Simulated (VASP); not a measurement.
# S (Fd-3m) in VASP: a series of runs

S is run at these levels: PBE, r2SCAN; tasks: single point.

Everything below comes from runs of VASP 6.6.1. Logs are shortened: lines on timing, memory, paths and dates and some standing lists are left out, and cuts for length are marked.

### Step 1. The cell of the first run

Symmetry: Fd-3m, No. 227, cubic system. Conventional cell: a = 5.869 Å, b = 5.869 Å, c = 5.869 Å, α = 90.00°, β = 90.00°, γ = 90.00°. S (site symmetry -43m) has 4 S at 2.54 Å within 3.4 Å.

This isn't the form of S at room conditions, which is orthorhombic, of S8 rings.

### Step 2. Single point, PBE

INCAR

```
SYSTEM = S
PREC = Accurate
ENCUT = 520
EDIFF = 1E-7
ISMEAR = -1
SIGMA = 0.06122561905347299
LREAL = .FALSE.
LASPH = .TRUE.
NELM = 100
ALGO = Normal
ISIF = 2
LWAVE = .FALSE.
LCHARG = .FALSE.
GGA = PE
NBANDS = 13
```

KPOINTS

```
regular mesh
0
G
  11 11 11
  0 0 0
```

POSCAR

```
S
1.0
    0.0000000000      2.9343470269      2.9343470269
    2.9343470269      0.0000000000      2.9343470269
    2.9343470269      2.9343470269      0.0000000000
S
2
Direct
    0.0000000000      0.0000000000      0.0000000000
    0.2500000000      0.2500000000      0.2500000000
```

Potentials or basis: VASP PAW PBE potentials, release 64 (S).

On the command line:

```sh
$ cat potpaw_PBE.64/S/POTCAR > POTCAR
$ mpirun -np 1 vasp_std > vasp.out
```

OUTCAR:

```text
SYSTEM = S
   PREC = Accurate
   ENCUT = 520
   EDIFF = 1E-7
   ISMEAR = -1
   LREAL = .FALSE.
   LASPH = .TRUE.
   NELM = 100
   ISIF = 2
   GGA = PE

 ion  position               nearest neighbor table
   1  0.000  0.000  0.000-   2 2.54   2 2.54   2 2.54   2 2.54
   2  0.250  0.250  0.250-   1 2.54   1 2.54   1 2.54   1 2.54

  LATTYP: Found a face centered cubic cell.
 ALAT       =     5.8686940538

  Lattice vectors:

 A1 = (   0.0000000000,   2.9343470269,   2.9343470269)
 A2 = (   2.9343470269,   0.0000000000,   2.9343470269)
 A3 = (   2.9343470269,   2.9343470269,   0.0000000000)

Analysis of symmetry for initial positions (statically):
=====================================================================
 Subroutine PRICEL returns:
 Original cell was already a primitive cell.

 Routine SETGRP: Setting up the symmetry group for a
 face centered cubic supercell.

 Subroutine GETGRP returns: Found 48 space group operations
 (whereof 24 operations were pure point group operations)
 out of a pool of 48 trial point group operations.

The static configuration has the point symmetry T_d .
 The point group associated with its full space group is O_h .

Analysis of symmetry for dynamics (positions and initial velocities):
=====================================================================
 Subroutine PRICEL returns:
 Original cell was already a primitive cell.

 Routine SETGRP: Setting up the symmetry group for a
 face centered cubic supercell.

 Subroutine GETGRP returns: Found 48 space group operations
 (whereof 24 operations were pure point group operations)
 out of a pool of 48 trial point group operations.

The dynamic configuration has the point symmetry T_d .
 The point group associated with its full space group is O_h .

 Subroutine INISYM returns: Found 48 space group operations
 (whereof 24 operations are pure point group operations),
 and found     1 'primitive' translations

----------------------------------------------------------------------------------------

                                     Primitive cell

  volume of cell :      50.5318

  direct lattice vectors                    reciprocal lattice vectors
     0.000000000  2.934347027  2.934347027    -0.170395661  0.170395661  0.170395661
     2.934347027  0.000000000  2.934347027     0.170395661 -0.170395661  0.170395661
     2.934347027  2.934347027  0.000000000     0.170395661  0.170395661 -0.170395661

  length of vectors
     4.149793362  4.149793362  4.149793362     0.295133942  0.295133942  0.295133942

  position of ions in fractional coordinates (direct lattice)
     0.000000000  0.000000000  0.000000000
     0.250000000  0.250000000  0.250000000

  ion indices of the primitive-cell ions
   primitive index   ion index
                 1           1
                 2           2

----------------------------------------------------------------------------------------

 KPOINTS: regular mesh

Automatic generation of k-mesh.
 Grid dimensions read from file:
 generate k-points for:   11   11   11

 Generating k-lattice:

  Cartesian coordinates                     Fractional coordinates (reciprocal lattice)
    -0.015490515  0.015490515  0.015490515     0.090909091  0.000000000  0.000000000
     0.015490515 -0.015490515  0.015490515     0.000000000  0.090909091  0.000000000
     0.015490515  0.015490515 -0.015490515     0.000000000  0.000000000  0.090909091

  Length of vectors
     0.026830358  0.026830358  0.026830358

  Shift w.r.t. Gamma in fractional coordinates (k-lattice)
     0.000000000  0.000000000  0.000000000

 Subroutine IBZKPT returns following result:
 ===========================================

 Found     56 irreducible k-points:

 Following reciprocal coordinates:
            Coordinates               Weight
  0.000000  0.000000  0.000000      1.000000
  0.090909  0.000000  0.000000      8.000000
  0.181818  0.000000  0.000000      8.000000
  0.272727  0.000000  0.000000      8.000000
  0.363636  0.000000  0.000000      8.000000
  0.454545  0.000000  0.000000      8.000000
[... 16 lines left out ...]
 -0.272727  0.181818  0.000000     24.000000
 -0.181818  0.181818  0.000000     12.000000
 [... further k-points ...]
   k-points           NKPTS =     56   k-points in BZ     NKDIM =     56   number of bands    NBANDS=     13
   number of dos      NEDOS =    301   number of ions     NIONS =      2
   total plane-waves  NPLWV =  32768
   dimension x,y,z NGX =    32 NGY =   32 NGZ =   32
   dimension x,y,z NGXF=    64 NGYF=   64 NGZF=   64
   ions per type =               2
   NGX,Y,Z   is equivalent  to a cutoff of  12.82, 12.82, 12.82 a.u.
   NGXF,Y,Z  is equivalent  to a cutoff of  25.64, 25.64, 25.64 a.u.
 SYSTEM =  S
   PREC   = accura    normal or accurate (medium, high low for compatibility)
   ISTART =      0    job   : 0-new  1-cont  2-samecut
   ICHARG =      2    charge: 1-file 2-atom 10-const
   ISPIN  =      1    spin polarized calculation?
   LNONCOLLINEAR =      F non collinear calculations
   LSORBIT =      F    spin-orbit coupling
   LASPH  =      T    aspherical Exc in radial PAW
   ENCUT  =  520.0 eV  38.22 Ry    6.18 a.u.   7.72  7.72  7.72*2*pi/ulx,y,z
   NELM   =    100;   NELMIN=  2; NELMDL= -5     # of ELM steps
   EDIFF  = 0.1E-06   stopping-criterion for ELM
   LREAL  =      F    real-space projection
   EDIFFG = 0.1E-05   stopping-criterion for IOM
   NSW    =      0    number of steps for IOM
   IBRION =     -1    ionic relax: 0-MD 1-quasi-New 2-CG
   NFREE  =      0    steps in history (QN), initial steepest desc. (CG)
   ISIF   =      2    stress and relaxation
   ISYM   =      2    0-nonsym 1-usesym 2-fastsym
   POTIM  = 0.5000    time-step for ionic-motion
   TEBEG  =    0.0;   TEEND  =   0.0 temperature during run
   PSTRESS=    0.0 pullay stress
   NELECT =      12.0000    total number of electrons
   NUPDOWN=      -1.0000    fix difference up-down
   EMIN   =  10.00;   EMAX   =-10.00  energy-range for DOS
   EFERMI =   0.00;   METHOD = LEGACY
   ISMEAR =    -1;   SIGMA  =   0.06  broadening in eV -4-tet -1-fermi 0-gaus
   EFERMI_NEDOS =   21; number of points for ismear=-14 and -15
   IALGO  =     38    algorithm
   IMIX   =      4    mixing-type and parameters
     AMIX     =   0.40;   BMIX     =  1.00
     AMIX_MAG =   1.60;   BMIX_MAG =  1.00
  volume/ion in A,a.u.               =      25.27       170.50
  Fermi-wavevector in a.u.,A,eV,Ry     =   1.013788  1.915781 13.983604  1.027766
  Thomas-Fermi vector in A             =   2.146977
   LORBIT       =      0    0 simple, 1 ext, 2 COOP (PROOUT), +10 PAW based schemes
   GGA     = PE    functional components
   LHFCALC =     F    Hartree Fock is set to
   AEXX    =    0.0000 exact exchange contribution
   IVDW    =     0    specifies the selected vdW correction
   LEPSILON=     F    determine dielectric tensor
   LRPA    =     F    only Hartree local field effects (RPA)
 non-spin polarized calculation
  energy-cutoff  :      520.00
  volume of cell :       50.53
 maximum number of plane-waves:      1379
   NGX = 15   NGY = 15   NGZ = 15

 number of electron      11.9999997 magnetization

 Free energy of the ion-electron system (eV)
  ---------------------------------------------------
  ext. energy  EPLUGINS =         0.00000000
  ---------------------------------------------------
  free energy    TOTEN  =        -6.24822278 eV

  energy without entropy =       -6.22460899  energy(sigma->0) =       -6.23641589

 E-fermi :   3.0176     XC(G=0):  -8.5214

 val. band max:        3.0018614544   @ k =  -0.4545   0.1818   0.0000
 cond. band min:       3.0330070735   @ k =  -0.4545   0.1818   0.0909
 fundamental gap:      0.0311456191
 Fermi energy:         3.0175609200

 k-point     1 :       0.0000    0.0000    0.0000
  band No.  band energies     occupation
      1     -12.4032      2.00000
      2      -6.2295      2.00000
      3      -0.6407      2.00000
      4      -0.6407      2.00000
      5      -0.6407      2.00000
      6       2.1692      2.00000
      7       2.1692      2.00000
      8       2.1692      2.00000
      9       8.6211      0.00000
     10      10.9882      0.00000
     11      10.9882      0.00000
     12      13.5549      0.00000
     13      13.5549      0.00000

 k-point     2 :       0.0909    0.0000    0.0000
  band No.  band energies     occupation
      1     -12.3396      2.00000
      2      -6.4199      2.00000
      3      -0.7194      2.00000
      4      -0.7194      2.00000
      5      -0.6379      2.00000
      6       2.2863      1.99999
      7       2.2863      1.99999
      8       2.2919      1.99999
      9       8.8769      0.00000
     10      10.7965      0.00000
     11      10.7965      0.00000
     12      13.3721      0.00000
     13      13.9957      0.00000

 k-point     3 :       0.1818    0.0000    0.0000
  band No.  band energies     occupation
      1     -12.1548      2.00000
      2      -6.9144      2.00000
      3      -0.9044      2.00000
      4      -0.9044      2.00000
      5      -0.6916      2.00000
      6       2.5689      1.99869
      7       2.5689      1.99869
      8       2.7065      1.98764
      9       9.4885      0.00000
     10      10.5341      0.00000
     11      10.5341      0.00000
     12      13.1035      0.00000
     13      14.9225      0.00000

 k-point     4 :       0.2727    0.0000    0.0000
  band No.  band energies     occupation
      1     -11.8702      2.00000
      2      -7.5543      2.00000
      3      -1.1071      2.00000
      4      -1.1071      2.00000
      5      -0.8333      2.00000
      6       2.8842      1.79653
      7       2.8842      1.79653
      8       3.3945      0.00423
      9      10.0472      0.00000
     10      10.5233      0.00000
     11      10.5233      0.00000
     12      13.0155      0.00000
     13      15.2410      0.00000

 k-point     5 :       0.3636    0.0000    0.0000
  band No.  band energies     occupation
      1     -11.5391      2.00000
      2      -8.1757      2.00000
      3      -1.2668      2.00000
      4      -1.2668      2.00000
      5      -0.9895      2.00000
      6       3.1280      0.28284
      7       3.1280      0.28284
      8       4.1701      0.00000
      9      10.3049      0.00000
     10      10.8641      0.00000
     11      10.8641      0.00000
     12      12.3437      0.00000
     13      14.3392      0.00000
[... 257 lines left out ...]
 k-point    22 :      -0.3636    0.1818    0.0000
  band No.  band energies     occupation
      1     -11.1268      2.00000
      2      -8.7751      2.00000
      3      -2.3738      2.00000
      4      -1.4772      2.00000
      5       0.1888      2.00000
      6       3.1701      0.15299
      7       3.5612      0.00028
      8       4.4545      0.00000
      9       9.5776      0.00000
     10      10.5374      0.00000
     11      11.1426      0.00000
     12      13.3072      0.00000
     13      14.8822      0.00000

 k-point    23 :      -0.2727    0.1818    0.0000
  band No.  band energies     occupation
      1     -11.4401      2.00000
      2      -8.3024      2.00000
      3      -2.2142      2.00000
      4      -1.2791      2.00000
      5       0.1058      2.00000
      6       3.0561      0.69502
      7       3.2295      0.06087
      8       4.0746      0.00000
      9      10.0260      0.00000
     10      10.0506      0.00000
     11      11.0745      0.00000
     12      13.7084      0.00000
     13      14.9089      0.00000

 k-point    24 :      -0.1818    0.1818    0.0000
  band No.  band energies     occupation
      1     -11.7648      2.00000
      2      -7.7407      2.00000
      3      -1.8800      2.00000
      4      -1.0654      2.00000
      5      -0.0796      2.00000
      6       2.7748      1.96280
      7       2.8705      1.83383
      8       3.6895      0.00003
      9       9.8810      0.00000
     10      10.2226      0.00000
     11      10.8558      0.00000
     12      14.1230      0.00000
     13      14.3297      0.00000

 [... further k-points ...]
[... 5 lines left out ...]
  --------------------------------------------------------------------------------------
  -------------------------------------------------------------------------------------
  Total       -0.5450360     -0.5450360     -0.5450360     -0.0000000     -0.0000000     -0.0000000
  in kB      -17.2810975    -17.2810975    -17.2810975     -0.0000000     -0.0000000     -0.0000000
  external PRESSURE =     -17.2810975 kB  Pullay stress =       0.0000000 kB

 VOLUME and BASIS-vectors are now :
 -----------------------------------------------------------------------------
  energy-cutoff  :      520.00
  volume of cell :       50.53
      direct lattice vectors                 reciprocal lattice vectors
     0.000000000  2.934347027  2.934347027    -0.170395661  0.170395661  0.170395661
     2.934347027  0.000000000  2.934347027     0.170395661 -0.170395661  0.170395661
     2.934347027  2.934347027  0.000000000     0.170395661  0.170395661 -0.170395661

 POSITION                                       TOTAL-FORCE (eV/Angst)
 -----------------------------------------------------------------------------------
      0.00000      0.00000      0.00000         0.000000      0.000000      0.000000
      1.46717      1.46717      1.46717        -0.000000     -0.000000     -0.000000
 -----------------------------------------------------------------------------------
    total drift:                               -0.000000      0.000000      0.000000

  FREE ENERGIE OF THE ION-ELECTRON SYSTEM (eV)
  ---------------------------------------------------
  free  energy   TOTEN  =        -6.2482227817 eV

  energy  without entropy=       -6.2246089926  energy(sigma->0) =       -6.23641589
```

It took 47 s on 1 thread of Intel Xeon 8259CL, shared host; peak memory 0.18 GiB.

What came out:

```yaml
Free_energy: -6.2482 eV
Pressure: -1.7 GPa
Band_gap_on_the_k_mesh: zero (bands 6 and 7 overlap by 1.08 eV)
```

Levels at points of the mesh, in eV from the Fermi level:
| k point | band 4 | band 5 | band 6 | band 7 | band 8 | band 9 |
| --- | --- | --- | --- | --- | --- | --- |
| (0.00, 0.00, 0.00) | -3.66 | -3.66 | -0.85 | -0.85 | -0.85 | 5.60 |

### Step 3. Single point, PBE

This run uses another cell than the first one, of 25.75 Å³/atom.

INCAR

```
PREC     = Accurate       # precision mode
ENCUT    = 520            # plane-wave cutoff, eV
EDIFF    = 1E-6           # SCF threshold, eV
ISMEAR   = -1             # smearing method
SIGMA    = 0.06122561905347299 # smearing width, eV
LREAL    = False          # projectors in reciprocal space
LASPH    = True           # aspherical terms in the spheres
NELM     = 60             # most SCF steps
ALGO     = Normal         # electronic algorithm
ISIF     = 2              # what is computed and relaxed
LWAVE    = False          # write WAVECAR
LCHARG   = False          # write CHGCAR
GGA      = PE             # functional
NBANDS   = 13             # bands
```

KPOINTS

```
regular mesh
0
Gamma
  11 11 11
```

POSCAR

```
S
1.0
    0.0000000000      2.9530376393      2.9530376393
    2.9530376393      0.0000000000      2.9530376393
    2.9530376393      2.9530376393      0.0000000000
S
2
Direct
    0.0000000000      0.0000000000      0.0000000000
    0.2500000000      0.2500000000      0.2500000000
```

Potentials or basis: VASP PAW PBE potentials, release 64 (S).

On the command line:

```sh
$ cat potpaw_PBE.64/S/POTCAR > POTCAR
$ mpirun -np 1 vasp_std > vasp.out
```

Wall time 40 s (1 thread of Intel Xeon 8259CL, shared host); peak memory 0.18 GiB.

It converged, with:

| Item | Value |
| --- | --- |
| Free energy | -6.2358 eV |
| Pressure | -2.4 GPa |
| Band gap on the k mesh | zero (bands 6 and 7 overlap by 1.06 eV) |

Levels at points of the mesh, in eV from the Fermi level:
| k point | band 3 | band 4 | band 5 | band 6 | band 7 | band 8 | band 9 | band 10 |
| --- | --- | --- | --- | --- | --- | --- | --- | --- |
| (0.00, 0.00, 0.00) | -3.58 | -3.58 | -3.58 | -0.82 | -0.82 | -0.82 | 5.60 | 8.02 |

(Part 1 of 2 ends here.)

The gap in the log of VASP goes by the Fermi energy; the results here count the filled bands.